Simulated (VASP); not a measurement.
# Na16F (a cell with a defect) in VASP: notebook

Runs on Na16F (a cell with a defect). Level: LDA. Tasks: single point.

All numbers are computed with VASP 6.6.1; they aren't measurements. Logs are shortened: lines on timing, memory, paths and dates and some standing lists are left out, and cuts for length are marked.

## 1. The cell of the first run

The cell holds a defect, 17 atoms: a = 8.460 Å, b = 8.460 Å, c = 8.460 Å, α = 90.00°, β = 90.00°, γ = 90.00°.

## 2. Single point, LDA

File INCAR:

```
PREC = Accurate ; ENCUT = 520
EDIFF = 1E-6 ; ISMEAR = -1
SIGMA = 0.05 ; LREAL = Auto
LASPH = True ; NELM = 60
ALGO = Normal ; ISIF = 2
LWAVE = False ; LCHARG = False
NBANDS = 74
```

File KPOINTS:

```
regular mesh
0
Gamma
  2 2 2
```

File POSCAR:

```
Na16F
1.0
    8.4600000000      0.0000000000      0.0000000000
    0.0000000000      8.4600000000      0.0000000000
    0.0000000000      0.0000000000      8.4600000000
Na F
16 1
Direct
   -0.0091176777     -0.0001088313     -0.0322227401
    0.5310463346     -0.0001190365      0.0204092246
    0.0063153720      0.4998676567     -0.0143229797
   -0.0092178566     -0.0001075038      0.5315058218
    0.2442668745      0.2359628497      0.2494586979
    0.4846502883      0.4998999034      0.0172189364
    0.5306794659     -0.0001194191      0.4789327346
    0.7664902004      0.2674547021      0.2495437726
    0.0063769643      0.4998732831      0.5133634809
    0.2442413094      0.7638039561      0.2494664734
    0.2599168850      0.2180673145      0.7495500071
    0.4845367489      0.4999056432      0.4817936031
    0.7665279264      0.7323061994      0.2495509547
    0.7197149508      0.2704312193      0.7495399850
    0.2599391664      0.7817657406      0.7495504731
    0.7198010461      0.7293964701      0.7495379808
    0.1254292014     -0.0001011475      0.7495529738
```

Potentials or basis: VASP PAW LDA potentials, release 64 (Na_pv, F).

Run with:

```bash
$ cat potpaw_LDA.64/Na_pv/POTCAR potpaw_LDA.64/F/POTCAR > POTCAR
$ mpirun -np 1 vasp_std > vasp.out
```

OUTCAR:

```text
PREC = Accurate
   ENCUT = 520
   EDIFF = 1E-6
   ISMEAR = -1
   LREAL = Auto
   LASPH = True
   NELM = 60
   ISIF = 2

 ion  position               nearest neighbor table
   1  0.991  1.000  0.968-  17 2.17
   2  0.531  1.000  0.020-
   3  0.006  0.500  0.986-
   4  0.991  1.000  0.532-  17 2.17
   5  0.244  0.236  0.249-
   6  0.485  0.500  0.017-
   7  0.531  1.000  0.479-
   8  0.766  0.267  0.250-
   9  0.006  0.500  0.513-
  10  0.244  0.764  0.249-
  11  0.260  0.218  0.750-  17 2.17
  12  0.485  0.500  0.482-
  13  0.767  0.732  0.250-
  14  0.720  0.270  0.750-
  15  0.260  0.782  0.750-  17 2.17
  16  0.720  0.729  0.750-
  17  0.125  1.000  0.750-   4 2.17  15 2.17  11 2.17   1 2.17

  LATTYP: Found a simple cubic cell.
 ALAT       =     8.4600000000

  Lattice vectors:

 A1 = (   8.4600000000,   0.0000000000,   0.0000000000)
 A2 = (   0.0000000000,   8.4600000000,   0.0000000000)
 A3 = (   0.0000000000,   0.0000000000,   8.4600000000)

Analysis of symmetry for initial positions (statically):
=====================================================================
 Subroutine PRICEL returns:
 Original cell was already a primitive cell.

 Routine SETGRP: Setting up the symmetry group for a
 simple cubic supercell.

 Subroutine GETGRP returns: Found  1 space group operations
 (whereof  1 operations were pure point group operations)
 out of a pool of 48 trial point group operations.

The static configuration has the point symmetry C_1 .

Analysis of symmetry for dynamics (positions and initial velocities):
=====================================================================
 Subroutine PRICEL returns:
 Original cell was already a primitive cell.

 Routine SETGRP: Setting up the symmetry group for a
 simple cubic supercell.

 Subroutine GETGRP returns: Found  1 space group operations
 (whereof  1 operations were pure point group operations)
 out of a pool of 48 trial point group operations.

The dynamic configuration has the point symmetry C_1 .

 Subroutine INISYM returns: Found  1 space group operations
 (whereof  1 operations are pure point group operations),
 and found     1 'primitive' translations

----------------------------------------------------------------------------------------

                                     Primitive cell

  volume of cell :     605.4957

  direct lattice vectors                    reciprocal lattice vectors
     8.460000000  0.000000000  0.000000000     0.118203310  0.000000000  0.000000000
     0.000000000  8.460000000  0.000000000     0.000000000  0.118203310  0.000000000
     0.000000000  0.000000000  8.460000000     0.000000000  0.000000000  0.118203310

  length of vectors
     8.460000000  8.460000000  8.460000000     0.118203310  0.118203310  0.118203310

  position of ions in fractional coordinates (direct lattice)
     0.990882322  0.999891169  0.967777260
     0.531046335  0.999880963  0.020409225
     0.006315372  0.499867657  0.985677020
     0.990782143  0.999892496  0.531505822
     0.244266874  0.235962850  0.249458698
     0.484650288  0.499899903  0.017218936
[... 9 lines left out ...]
     0.719801046  0.729396470  0.749537981
     0.125429201  0.999898853  0.749552974

  ion indices of the primitive-cell ions
   primitive index   ion index
                 1           1
                 2           2
                 3           3
                 4           4
                 5           5
                 6           6
[... 9 lines left out ...]
                16          16
                17          17

----------------------------------------------------------------------------------------

 KPOINTS: regular mesh

Automatic generation of k-mesh.
 Grid dimensions read from file:
 generate k-points for:    2    2    2

 Generating k-lattice:

  Cartesian coordinates                     Fractional coordinates (reciprocal lattice)
     0.059101655  0.000000000  0.000000000     0.500000000  0.000000000  0.000000000
     0.000000000  0.059101655  0.000000000     0.000000000  0.500000000  0.000000000
     0.000000000  0.000000000  0.059101655     0.000000000  0.000000000  0.500000000

  Length of vectors
     0.059101655  0.059101655  0.059101655

  Shift w.r.t. Gamma in fractional coordinates (k-lattice)
     0.000000000  0.000000000  0.000000000

 Subroutine IBZKPT returns following result:
 ===========================================

 Found      8 irreducible k-points:

 Following reciprocal coordinates:
            Coordinates               Weight
  0.000000  0.000000  0.000000      1.000000
  0.500000  0.000000  0.000000      1.000000
  0.000000  0.500000  0.000000      1.000000
  0.000000  0.000000  0.500000      1.000000
  0.500000  0.500000  0.000000      1.000000
  0.000000  0.500000  0.500000      1.000000
  0.500000  0.000000  0.500000      1.000000
  0.500000  0.500000  0.500000      1.000000
   k-points           NKPTS =      8   k-points in BZ     NKDIM =      8   number of bands    NBANDS=     74
   number of dos      NEDOS =    301   number of ions     NIONS =     17
   total plane-waves  NPLWV = 262144
   dimension x,y,z NGX =    64 NGY =   64 NGZ =   64
   dimension x,y,z NGXF=   128 NGYF=  128 NGZF=  128
   ions per type =              16   1
   NGX,Y,Z   is equivalent  to a cutoff of  12.58, 12.58, 12.58 a.u.
   NGXF,Y,Z  is equivalent  to a cutoff of  25.15, 25.15, 25.15 a.u.
 SYSTEM =  unknown system
   PREC   = accura    normal or accurate (medium, high low for compatibility)
   ISTART =      0    job   : 0-new  1-cont  2-samecut
   ICHARG =      2    charge: 1-file 2-atom 10-const
   ISPIN  =      1    spin polarized calculation?
   LNONCOLLINEAR =      F non collinear calculations
   LSORBIT =      F    spin-orbit coupling
   LASPH  =      T    aspherical Exc in radial PAW
   ENCUT  =  520.0 eV  38.22 Ry    6.18 a.u.  15.73 15.73 15.73*2*pi/ulx,y,z
   NELM   =     60;   NELMIN=  2; NELMDL= -5     # of ELM steps
   EDIFF  = 0.1E-05   stopping-criterion for ELM
   LREAL  =      T    real-space projection
   EDIFFG = 0.1E-04   stopping-criterion for IOM
   NSW    =      0    number of steps for IOM
   IBRION =     -1    ionic relax: 0-MD 1-quasi-New 2-CG
   NFREE  =      0    steps in history (QN), initial steepest desc. (CG)
   ISIF   =      2    stress and relaxation
   ISYM   =      2    0-nonsym 1-usesym 2-fastsym
   POTIM  = 0.5000    time-step for ionic-motion
   TEBEG  =    0.0;   TEEND  =   0.0 temperature during run
   PSTRESS=    0.0 pullay stress
   NELECT =     119.0000    total number of electrons
   NUPDOWN=      -1.0000    fix difference up-down
   EMIN   =  10.00;   EMAX   =-10.00  energy-range for DOS
   EFERMI =   0.00;   METHOD = LEGACY
   ISMEAR =    -1;   SIGMA  =   0.05  broadening in eV -4-tet -1-fermi 0-gaus
   EFERMI_NEDOS =   21; number of points for ismear=-14 and -15
   IALGO  =     38    algorithm
   IMIX   =      4    mixing-type and parameters
     AMIX     =   0.40;   BMIX     =  1.00
     AMIX_MAG =   1.60;   BMIX_MAG =  1.00
  volume/ion in A,a.u.               =      35.62       240.36
  Fermi-wavevector in a.u.,A,eV,Ry     =   0.951817  1.798673 12.326274  0.905956
  Thomas-Fermi vector in A             =   2.080322
   LORBIT       =      0    0 simple, 1 ext, 2 COOP (PROOUT), +10 PAW based schemes
   GGA     = CA    functional components
   LHFCALC =     F    Hartree Fock is set to
   AEXX    =    0.0000 exact exchange contribution
   IVDW    =     0    specifies the selected vdW correction
   LEPSILON=     F    determine dielectric tensor
   LRPA    =     F    only Hartree local field effects (RPA)
 non-spin polarized calculation
  energy-cutoff  :      520.00
  volume of cell :      605.50
 maximum number of plane-waves:     16384
 NGX is ok and might be reduce to    64
   NGX = 31   NGY = 31   NGZ = 31

 number of electron     118.9999948 magnetization

 Free energy of the ion-electron system (eV)
  ---------------------------------------------------
  ext. energy  EPLUGINS =         0.00000000
  ---------------------------------------------------
  free energy    TOTEN  =       -29.92662985 eV

  energy without entropy =      -29.77990218  energy(sigma->0) =      -29.85326602

 E-fermi :   0.0741     XC(G=0):  -6.7397

 val. band max:       -0.2174008409   @ k =   0.5000   0.0000   0.0000
 cond. band min:       0.0825793209   @ k =   0.5000   0.0000   0.5000
 fundamental gap:      0.2999801618
 Fermi energy:         0.0741219000

 k-point     1 :       0.0000    0.0000    0.0000
  band No.  band energies     occupation
      1     -24.9796      2.00000
      2     -24.8361      2.00000
      3     -24.8306      2.00000
      4     -24.8305      2.00000
      5     -24.8304      2.00000
      6     -24.8298      2.00000
[... 63 lines left out ...]
     70       1.5484      0.00000
     71       1.9231      0.00000

 k-point     2 :       0.5000    0.0000    0.0000
  band No.  band energies     occupation
      1     -24.9795      2.00000
      2     -24.8351      2.00000
      3     -24.8302      2.00000
      4     -24.8299      2.00000
      5     -24.8299      2.00000
      6     -24.8295      2.00000
[... 63 lines left out ...]
     70       2.1115      0.00000
     71       2.1119      0.00000

 k-point     3 :       0.0000    0.5000    0.0000
  band No.  band energies     occupation
      1     -24.9794      2.00000
      2     -24.8336      2.00000
      3     -24.8317      2.00000
      4     -24.8306      2.00000
      5     -24.8293      2.00000
      6     -24.8275      2.00000
[... 63 lines left out ...]
     70       1.8766      0.00000
     71       1.9696      0.00000

 k-point     4 :       0.0000    0.0000    0.5000
  band No.  band energies     occupation
      1     -24.9794      2.00000
      2     -24.8336      2.00000
      3     -24.8317      2.00000
      4     -24.8306      2.00000
      5     -24.8293      2.00000
      6     -24.8275      2.00000
[... 63 lines left out ...]
     70       1.8758      0.00000
     71       1.9702      0.00000

 k-point     5 :       0.5000    0.5000    0.0000
  band No.  band energies     occupation
      1     -24.9793      2.00000
      2     -24.8337      2.00000
      3     -24.8322      2.00000
      4     -24.8308      2.00000
      5     -24.8293      2.00000
      6     -24.8271      2.00000
[... 63 lines left out ...]
     70       2.4418      0.00000
     71       2.5438      0.00000

 k-point     6 :       0.0000    0.5000    0.5000
  band No.  band energies     occupation
      1     -24.9792      2.00000
      2     -24.8318      2.00000
      3     -24.8318      2.00000
      4     -24.8312      2.00000
      5     -24.8303      2.00000
      6     -24.8271      2.00000
[... 63 lines left out ...]
     70       2.4303      0.00000
     71       2.5528      0.00000

 k-point     7 :       0.5000    0.0000    0.5000
  band No.  band energies     occupation
      1     -24.9793      2.00000
      2     -24.8337      2.00000
      3     -24.8322      2.00000
      4     -24.8308      2.00000
      5     -24.8293      2.00000
      6     -24.8272      2.00000
[... 63 lines left out ...]
     70       2.4421      0.00000
     71       2.5437      0.00000

 k-point     8 :       0.5000    0.5000    0.5000
  band No.  band energies     occupation
      1     -24.9791      2.00000
      2     -24.8313      2.00000
      3     -24.8313      2.00000
      4     -24.8310      2.00000
      5     -24.8298      2.00000
      6     -24.8270      2.00000
[... 63 lines left out ...]
     70       2.4436      0.00000
     71       2.4438      0.00000
 [bands above 71 left out]

------------------------ aborting loop because EDIFF is reached ----------------------------------------

  FORCE on cell =-STRESS in cart. coord.  units (eV):
  Direction    XX          YY          ZZ          XY          YZ          ZX
  --------------------------------------------------------------------------------------
  -------------------------------------------------------------------------------------
  Total       -2.9789967     -3.0548297     -3.0539498     -0.0004499     -0.0000880      0.0046764
  in kB       -7.8826004     -8.0832590     -8.0809308     -0.0011904     -0.0002327      0.0123741
  external PRESSURE =      -8.0155967 kB  Pullay stress =       0.0000000 kB

 VOLUME and BASIS-vectors are now :
 -----------------------------------------------------------------------------
  energy-cutoff  :      520.00
  volume of cell :      605.50
      direct lattice vectors                 reciprocal lattice vectors
     8.460000000  0.000000000  0.000000000     0.118203310  0.000000000  0.000000000
     0.000000000  8.460000000  0.000000000     0.000000000  0.118203310  0.000000000
     0.000000000  0.000000000  8.460000000     0.000000000  0.000000000  0.118203310

 POSITION                                       TOTAL-FORCE (eV/Angst)
 -----------------------------------------------------------------------------------
      8.38286      8.45908      8.18740        -0.005697      0.000098      0.009755
      4.49265      8.45899      0.17266        -0.000527     -0.000016      0.001611
      0.05343      4.22888      8.33883         0.001123      0.000081     -0.000096
      8.38202      8.45909      4.49654        -0.006308      0.000145     -0.012576
      2.06650      1.99625      2.11042        -0.000665      0.000810     -0.000044
      4.10014      4.22915      0.14567         0.000057      0.000091     -0.000341
[... 9 lines left out ...]
      6.08952      6.17069      6.34109         0.000324     -0.002457     -0.000148
      1.06113      8.45914      6.34122        -0.002972     -0.000116      0.003613
 -----------------------------------------------------------------------------------
    total drift:                               -0.001866     -0.000768      0.001128

  FREE ENERGIE OF THE ION-ELECTRON SYSTEM (eV)
  ---------------------------------------------------
  free  energy   TOTEN  =       -29.9266298515 eV

  energy  without entropy=      -29.7799021793  energy(sigma->0) =      -29.85326602
```

It took 4 min on 1 thread of Intel Xeon Platinum 8488C (Sapphire Rapids), shared host; peak memory 0.54 GiB.

What came out:

| Quantity | Value |
| --- | --- |
| Free energy | -29.9266 eV |
| Pressure | -0.8 GPa |
| Largest force | 0.014 eV/Å |
| Band gap on the k mesh | zero (an odd number of electrons rules out a gap without spin polarisation) |

Forces in eV/Å, atoms in the order of the input:
```
Na  -0.006  0.000  0.010
Na  -0.001  0.000  0.002
Na   0.001  0.000  0.000
Na  -0.006  0.000 -0.013
Na  -0.001  0.001  0.000
Na   0.000  0.000  0.000
Na   0.001  0.000 -0.003
Na  -0.001 -0.001  0.000
Na   0.001  0.000  0.000
Na  -0.001 -0.001  0.000
Na   0.006  0.012  0.000
Na   0.000  0.000  0.000
Na  -0.001  0.001  0.000
Na   0.001  0.002  0.000
Na   0.006 -0.012  0.000
Na   0.000 -0.002  0.000
F   -0.003  0.000  0.004
```

Caveat: the k points lie up to 0.37 Å⁻¹ apart, too coarse for converged energies and pressures of a metal; an odd number of electrons without spin polarisation forces a metal; a magnetic or distorted state may lie lower.

(Continued in part 2 of 2.)

The gap in the log of VASP goes by the Fermi energy; the results here count the filled bands.